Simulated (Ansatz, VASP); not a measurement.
# Two plane-wave programs on TePt3W

The input INCAR:

```
ALGO     = Fast           # electronic algorithm
EDIFF    = 1E-7           # SCF threshold, eV
ENCUT    = 520            # plane-wave cutoff, eV
GGA      = PE             # functional
ISIF     = 2              # what is computed and relaxed
ISMEAR   = 0              # smearing method
LASPH    = True           # aspherical terms in the spheres
LCHARG   = True           # write CHGCAR
LELF     = True           # ELF
LREAL    = False          # projectors in reciprocal space
LVHAR    = True         
LWAVE    = False          # write WAVECAR
NBANDS   = 61             # bands
NELM     = 100            # most SCF steps
PREC     = Accurate       # precision mode
SIGMA    = 0.1            # smearing width, eV
```

Contents of KPOINTS:

```
k-points
0
Gamma
  4 4 2
```

The input POSCAR:

```
TePt3W
1.0
    4.7749786990      0.0000000000      0.0000000000
    0.4172343370      4.9964658508      0.0000000000
    0.7647630970      0.5697492001      8.7462737862
Te Pt W
2 6 2
Direct
    0.8079485046      0.0311096323      0.0208112178
    0.9714580060      0.9163520862      0.5233161941
    0.1408506276      0.5368298626      0.7243066075
    0.0587736953      0.5196974547      0.3065816826
    0.5370437952      0.5874046596      0.4879830903
    0.4134381648      0.6628336868      0.9822059342
    0.4241510459      0.0016739856      0.7125427871
    0.3901690240      0.9472310191      0.2462588538
    0.6645577814      0.3961085922      0.7757498245
    0.5916093553      0.4007590206      0.2202438081
```

Input for Ansatz:

```yaml
crystal:
  lattice:
    - [4.774978699, 0.0, 0.0]
    - [0.417234337, 4.9964658508, 0.0]
    - [0.764763097, 0.5697492001, 8.7462737862]
  atoms:
    - { symbol: Te, position: [0.8079485046, 0.0311096323, 0.0208112178] }
    - { symbol: Te, position: [0.971458006, 0.9163520862, 0.5233161941] }
    - { symbol: Pt, position: [0.1408506276, 0.5368298626, 0.7243066075] }
    - { symbol: Pt, position: [0.0587736953, 0.5196974547, 0.3065816826] }
    - { symbol: Pt, position: [0.5370437952, 0.5874046596, 0.4879830903] }
    - { symbol: Pt, position: [0.4134381648, 0.6628336868, 0.9822059342] }
    - { symbol: Pt, position: [0.4241510459, 0.0016739856, 0.7125427871] }
    - { symbol: Pt, position: [0.390169024, 0.9472310191, 0.2462588538] }
    - { symbol: W, position: [0.6645577814, 0.3961085922, 0.7757498245] }
    - { symbol: W, position: [0.5916093553, 0.4007590206, 0.2202438081] }
basis:
  ecutwfc: 420
kpoints:
  mp_grid: { grid: [4, 4, 2] }
hamiltonian:
  xc: pbe
scf:
  occupations: { method: gaussian, width: 0.1 }
  lower_state_search: "off"
output:
  forces: true
  stress: true
  eigenvalues: true
```

Change from the starting cell: the structure that the rattled cell fell into.

Alike in both runs: task single point; functional PBE; k mesh 4 × 4 × 2; occupations gaussian, width 0.1 eV; no spin polarisation.

|  | VASP | Ansatz |
| --- | --- | --- |
| version | VASP 6.6.1 | Ansatz 0.2.0 |
| potentials or method | VASP PAW PBE potentials, release 64 (Te, Pt, W_sv), cutoff 520 eV | scalar-relativistic, plane waves, PAW |
| valence electrons in the cell | 100 | 168 |

Ansatz gave:

| Quantity | Value |
| --- | --- |
| gap on the k mesh at the Fermi level (eV) | none |
| pressure (GPa) | -0.5 |
| traceless stress, the component that is largest in VASP (GPa) | -1.76 |
| rms of the force components (eV/Å) | 0.339 |

Problem. What did VASP give for the same quantities?

Solution. gap on the k mesh at the Fermi level (eV): none; pressure (GPa): -0.5; traceless stress, the component that is largest in VASP (GPa): -1.76; rms of the force components (eV/Å): 0.336.

Atom by atom the forces differ by 0.022 eV/Å (rms over components). A gap of «none» marks a metal or a gap that the smearing closes. VASP's potentials hold 100 valence electrons a cell and Ansatz's 168, so a difference there can come from the potentials and not from the codes.

Spin-orbit coupling is off throughout.
